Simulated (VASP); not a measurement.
# CuO (P4/mmm) in VASP: notebook, part 2 of 2

VASP 6.6.1.

**5. Single point, PBE**

This run uses another cell than the first one, of 11.22 Å³/atom, 1.037 times its volume.

INCAR reads:

```
PREC = Accurate ; ENCUT = 520
EDIFF = 1E-6 ; ISMEAR = -1
SIGMA = 0.05 ; LREAL = False
LASPH = True ; NELM = 80
ALGO = Normal ; ISIF = 2
LWAVE = False ; LCHARG = False
GGA = PE ; NBANDS = 34
```

KPOINTS reads:

```
Automatic mesh
0
Gamma
  7 7 7
```

POSCAR reads:

```
CuO
1.0
    4.1609370000      0.0000000000      0.0000000000
    0.0000000000      4.1609370000      0.0000000000
    0.0000000000      0.0000000000      3.8876430000
Cu O
3 3
Direct
    0.5000000000      0.0000000000      0.5000000000
    0.0000000000      0.5000000000      0.5000000000
    0.0000000000      0.0000000000      0.0000000000
    0.0000000000      0.0000000000      0.5000000000
    0.5000000000      0.0000000000      0.0000000000
    0.0000000000      0.5000000000      0.0000000000
```

Potentials or basis: VASP PAW PBE potentials, release 64 (Cu, O).

Run with:

```bash
$ cat potpaw_PBE.64/Cu/POTCAR potpaw_PBE.64/O/POTCAR > POTCAR
$ mpirun -np 1 vasp_std > vasp.out
```

OUTCAR:

```text
PREC = Accurate
   ENCUT = 520
   EDIFF = 1E-6
   ISMEAR = -1
   LREAL = False
   LASPH = True
   NELM = 80
   ISIF = 2
   GGA = PE

 ion  position               nearest neighbor table
   1  0.500  0.000  0.500-   5 1.94   5 1.94   4 2.08   4 2.08
   2  0.000  0.500  0.500-   6 1.94   6 1.94   4 2.08   4 2.08
   3  0.000  0.000  0.000-   4 1.94   4 1.94   6 2.08   5 2.08   6 2.08   5 2.08
   4  0.000  0.000  0.500-   3 1.94   3 1.94   1 2.08   2 2.08   2 2.08   1 2.08
   5  0.500  0.000  0.000-   1 1.94   1 1.94   3 2.08   3 2.08
   6  0.000  0.500  0.000-   2 1.94   2 1.94   3 2.08   3 2.08

  LATTYP: Found a simple tetragonal cell.
 ALAT       =     4.1609370000
 C/A-ratio  =     0.9343191209

  Lattice vectors:

 A1 = (   4.1609370000,   0.0000000000,   0.0000000000)
 A2 = (   0.0000000000,   4.1609370000,   0.0000000000)
 A3 = (   0.0000000000,   0.0000000000,   3.8876430000)

Analysis of symmetry for initial positions (statically):
=====================================================================
 Subroutine PRICEL returns:
 Original cell was already a primitive cell.

 Routine SETGRP: Setting up the symmetry group for a
 simple tetragonal supercell.

 Subroutine GETGRP returns: Found 16 space group operations
 (whereof 16 operations were pure point group operations)
 out of a pool of 16 trial point group operations.

The static configuration has the point symmetry D_4h.

Analysis of symmetry for dynamics (positions and initial velocities):
=====================================================================
 Subroutine PRICEL returns:
 Original cell was already a primitive cell.

 Routine SETGRP: Setting up the symmetry group for a
 simple tetragonal supercell.

 Subroutine GETGRP returns: Found 16 space group operations
 (whereof 16 operations were pure point group operations)
 out of a pool of 16 trial point group operations.

[... 128 lines left out ...]
     AMIX_MAG =   1.60;   BMIX_MAG =  1.00
  volume/ion in A,a.u.               =      11.22        75.70
  Fermi-wavevector in a.u.,A,eV,Ry     =   1.492481  2.820379 30.306951  2.227498
  Thomas-Fermi vector in A             =   2.605003
   LORBIT       =      0    0 simple, 1 ext, 2 COOP (PROOUT), +10 PAW based schemes
   GGA     = PE    functional components
   LHFCALC =     F    Hartree Fock is set to
   AEXX    =    0.0000 exact exchange contribution
   IVDW    =     0    specifies the selected vdW correction
   LEPSILON=     F    determine dielectric tensor
   LRPA    =     F    only Hartree local field effects (RPA)
 non-spin polarized calculation
  energy-cutoff  :      520.00
  volume of cell :       67.31
 maximum number of plane-waves:      1831
 NGX is ok and might be reduce to    32
   NGX = 15   NGY = 15   NGZ = 15

 number of electron      51.0000005 magnetization

 Free energy of the ion-electron system (eV)
  ---------------------------------------------------
  ext. energy  EPLUGINS =         0.00000000
  ---------------------------------------------------
  free energy    TOTEN  =       -27.95776842 eV

  energy without entropy =      -27.92718509  energy(sigma->0) =      -27.94247675

 E-fermi :   4.1374     XC(G=0): -11.1757

 val. band max:        4.1241592830   @ k =   0.1429   0.1429   0.4286
 cond. band min:       4.1828823906   @ k =   0.2857   0.2857   0.0000
 fundamental gap:      0.0587231075
 Fermi energy:         4.1373693441

 k-point     1 :       0.0000    0.0000    0.0000
  band No.  band energies     occupation
      1     -15.6487      2.00000
      2     -13.6348      2.00000
      3     -13.2088      2.00000
      4      -1.7526      2.00000
      5      -1.6041      2.00000
      6      -1.6041      2.00000
[... 877 lines left out ...]
     33      15.2601      0.00000
     34      16.3978      0.00000

 [... further k-points ...]

------------------------ aborting loop because EDIFF is reached ----------------------------------------

  FORCE on cell =-STRESS in cart. coord.  units (eV):
  Direction    XX          YY          ZZ          XY          YZ          ZX
  --------------------------------------------------------------------------------------
  -------------------------------------------------------------------------------------
  Total        1.0044185      1.0044185      0.9390461      0.0000000      0.0000000      0.0000000
  in kB       23.9087372     23.9087372     22.3526401      0.0000000      0.0000000      0.0000000
  external PRESSURE =      23.3900382 kB  Pullay stress =       0.0000000 kB

 VOLUME and BASIS-vectors are now :
 -----------------------------------------------------------------------------
  energy-cutoff  :      520.00
  volume of cell :       67.31
      direct lattice vectors                 reciprocal lattice vectors
     4.160937000  0.000000000  0.000000000     0.240330483  0.000000000  0.000000000
     0.000000000  4.160937000  0.000000000     0.000000000  0.240330483  0.000000000
     0.000000000  0.000000000  3.887643000     0.000000000  0.000000000  0.257225265

 POSITION                                       TOTAL-FORCE (eV/Angst)
 -----------------------------------------------------------------------------------
      2.08047      0.00000      1.94382         0.000000      0.000000      0.000000
      0.00000      2.08047      1.94382         0.000000      0.000000      0.000000
      0.00000      0.00000      0.00000         0.000000      0.000000      0.000000
      0.00000      0.00000      1.94382         0.000000      0.000000      0.000000
      2.08047      0.00000      0.00000         0.000000      0.000000      0.000000
      0.00000      2.08047      0.00000         0.000000      0.000000      0.000000
 -----------------------------------------------------------------------------------
    total drift:                                0.000000      0.000000     -0.000000

  FREE ENERGIE OF THE ION-ELECTRON SYSTEM (eV)
  ---------------------------------------------------
  free  energy   TOTEN  =       -27.9577684175 eV

  energy  without entropy=      -27.9271850853  energy(sigma->0) =      -27.94247675
```

OSZICAR:

```text
N       E                     dE             d eps       ncg     rms          rms(c)
DAV:   1     0.549437659320E+03    0.54944E+03   -0.23527E+04  2792   0.229E+03
DAV:   2     0.601829560414E+02   -0.48925E+03   -0.46017E+03  2738   0.474E+02
DAV:   3    -0.318437178319E+02   -0.92027E+02   -0.86641E+02  3518   0.219E+02
DAV:   4    -0.377715650971E+02   -0.59278E+01   -0.58186E+01  4048   0.598E+01
DAV:   5    -0.378575254962E+02   -0.85960E-01   -0.85800E-01  3880   0.768E+00    0.213E+01
DAV:   6    -0.338104361851E+02    0.40471E+01   -0.70689E+01  4052   0.166E+02    0.183E+01
DAV:   7    -0.282382539188E+02    0.55722E+01   -0.26585E+01  3558   0.127E+02    0.524E+00
DAV:   8    -0.281886895304E+02    0.49564E-01   -0.34054E+00  3988   0.175E+01    0.354E+00
DAV:   9    -0.281189470966E+02    0.69742E-01   -0.43114E-01  4362   0.175E+01    0.340E+00
DAV:  10    -0.279959248899E+02    0.12302E+00   -0.36088E-01  4870   0.192E+01    0.178E+00
DAV:  11    -0.279707807263E+02    0.25144E-01   -0.12858E-01  4814   0.947E+00    0.984E-01
DAV:  12    -0.279579237241E+02    0.12857E-01   -0.45962E-02  4294   0.471E+00    0.247E-01
DAV:  13    -0.279579011014E+02    0.22623E-04   -0.87333E-03  4070   0.116E+00    0.160E-01
DAV:  14    -0.279577611173E+02    0.13998E-03   -0.49129E-04  4034   0.366E-01    0.403E-02
DAV:  15    -0.279578090139E+02   -0.47897E-04   -0.40776E-04  4444   0.257E-01    0.587E-02
DAV:  16    -0.279577731408E+02    0.35873E-04   -0.45851E-05  4456   0.115E-01    0.267E-02
DAV:  17    -0.279577678707E+02    0.52701E-05   -0.39870E-05  4508   0.837E-02    0.398E-03
DAV:  18    -0.279577684175E+02   -0.54682E-06   -0.36013E-06  2768   0.168E-02
   1 F= -.27957768E+02 E0= -.27942477E+02  d E =-.305833E-01
```

It took 50 s on 1 thread of Intel Xeon 6975P-C (Granite Rapids), shared host; peak memory 0.21 GiB.

What came out:

| Quantity | Value |
| --- | --- |
| Free energy | -27.9578 eV |
| Pressure | 2.3 GPa |

Caveat: an odd number of electrons without spin polarisation forces a metal; a magnetic or distorted state may lie lower; semilocal functionals often make such compounds metallic where correlation or magnetic order opens a gap, which also shifts bond lengths. With open d or f shells a metallic result of PBE can be an artefact of self-interaction; +U or a hybrid may open a gap.

**6. Relaxation of the atoms, PBEsol**

This run uses another cell than the first one, of 11.44 Å³/atom, 1.058 times its volume.

INCAR reads:

```
SYSTEM = CuO
PREC = Accurate
ENCUT = 520
EDIFF = 1E-7
ISMEAR = -1
SIGMA = 0.05
LREAL = .FALSE.
LASPH = .TRUE.
NELM = 100
ALGO = Normal
ISIF = 2
LWAVE = .FALSE.
LCHARG = .FALSE.
GGA = PS
IBRION = 2
NSW = 60
EDIFFG = -0.01
```

KPOINTS reads:

```
regular mesh
0
G
  6 6 6
  0 0 0
```

POSCAR, as its differences from that of step 5:

```diff
@@ -4,3 +4,3 @@
     0.0000000000      4.1609370000      0.0000000000
-    0.0000000000      0.0000000000      3.8876430000
+    0.0000000000      0.0000000000      3.9653958600
 Cu O
```

Potentials or basis: VASP PAW PBE potentials, release 64 (Cu, O).

Run with:

```bash
$ cat potpaw_PBE.64/Cu/POTCAR potpaw_PBE.64/O/POTCAR > POTCAR
$ mpirun -np 1 vasp_std > vasp.out
```

Run time: 68 s. Hardware: 1 thread of AMD EPYC 9R14 (Zen 4), shared host; peak memory 0.18 GiB.

It converged, with:

| Item | Value |
| --- | --- |
| Free energy | -30.4494 eV |
| Pressure after relaxing | -8.6 GPa |

Stress tensor (GPa, compression positive):
```
 -5.82   0.00   0.00
  0.00  -5.82   0.00
  0.00   0.00 -14.27
```

Final structure:
```
Cu O
1.0
     4.16094    0.00000    0.00000
     0.00000    4.16094    0.00000
     0.00000    0.00000    3.96540
Cu O
3 3
Direct
  0.50000 0.00000 0.50000
  0.00000 0.50000 0.50000
  0.00000 0.00000 0.00000
  0.00000 0.00000 0.50000
  0.50000 0.00000 0.00000
  0.00000 0.50000 0.00000
```

Levels at points of the mesh, in eV from the Fermi level:
| k point | band 22 | band 23 | band 24 | band 25 | band 26 | band 27 | band 28 | band 29 | band 30 |
| --- | --- | --- | --- | --- | --- | --- | --- | --- | --- |
| (0.00, 0.00, 0.00) | -1.63 | -1.44 | -1.43 | -1.34 | -1.28 | -1.28 | 1.15 | 5.94 | 7.35 |
| (0.50, 0.00, 0.00) | -1.57 | -1.46 | -1.45 | -0.83 | -0.70 | -0.59 | 3.69 | 3.94 | 8.38 |
| (0.50, 0.50, 0.00) | -1.40 | -1.25 | -0.58 | -0.43 | -0.43 | 1.09 | 3.51 | 6.19 | 6.19 |
| (0.00, 0.00, 0.50) | -1.14 | -1.13 | -0.71 | -0.17 | -0.17 | 0.02 | 4.84 | 6.56 | 7.68 |
| (0.50, 0.00, 0.50) | -1.06 | -0.78 | -0.45 | -0.05 | 1.16 | 1.26 | 4.56 | 6.27 | 7.55 |
| (0.50, 0.50, 0.50) | -0.35 | 0.21 | 1.16 | 1.30 | 1.30 | 1.31 | 1.89 | 6.86 | 8.19 |

Caveat: the relaxation stopped at its first step, so nothing moved; the PAW data sets were made with another functional, which shifts forces and pressure a little; an odd number of electrons without spin polarisation forces a metal; a magnetic or distorted state may lie lower; semilocal functionals often make such compounds metallic where correlation or magnetic order opens a gap, which also shifts bond lengths. With open d or f shells a metallic result of PBEsol can be an artefact of self-interaction; +U or a hybrid may open a gap.

**7. The runs side by side**

```tsv
task	level	cell	k mesh	gap on the mesh (eV)	pressure (GPa)
single point	PBEsol	a = 4.111, b = 4.111, c = 3.840 Å, 6 atoms	7 × 7 × 7	none	0.7
single point	PBEsol	a = 4.161, b = 4.161, c = 3.888 Å, 6 atoms	7 × 7 × 7	none	-4.9
single point	PBE+D3(BJ)	a = 4.134, b = 4.134, c = 3.877 Å, 6 atoms	7 × 7 × 7	none	0.6
single point	PBE	a = 4.161, b = 4.161, c = 3.888 Å, 6 atoms	7 × 7 × 7	none	2.3
relaxation of the atoms	PBEsol	atoms relaxed from a = 4.161, b = 4.161, c = 3.965 Å, 6 atoms	6 × 6 × 6	none	-8.6
```

Alike in all rows: potentials or basis VASP PAW PBE potentials, release 64 (Cu, O); no spin polarisation; cutoff (eV) 520; smearing fermi-dirac 0.05 eV.

Caveats: an odd number of electrons without spin polarisation forces a metal; a magnetic or distorted state may lie lower; semilocal functionals often make such compounds metallic where correlation or magnetic order opens a gap, which also shifts bond lengths; the PAW data sets were made with another functional, which shifts forces and pressure a little (some runs); pairwise dispersion overbinds metals, which lowers pressure and volume (some runs); the relaxation stopped at its first step, so nothing moved (some runs).

Total energies depend on the potentials used, so only differences within one code and one set of settings carry meaning.
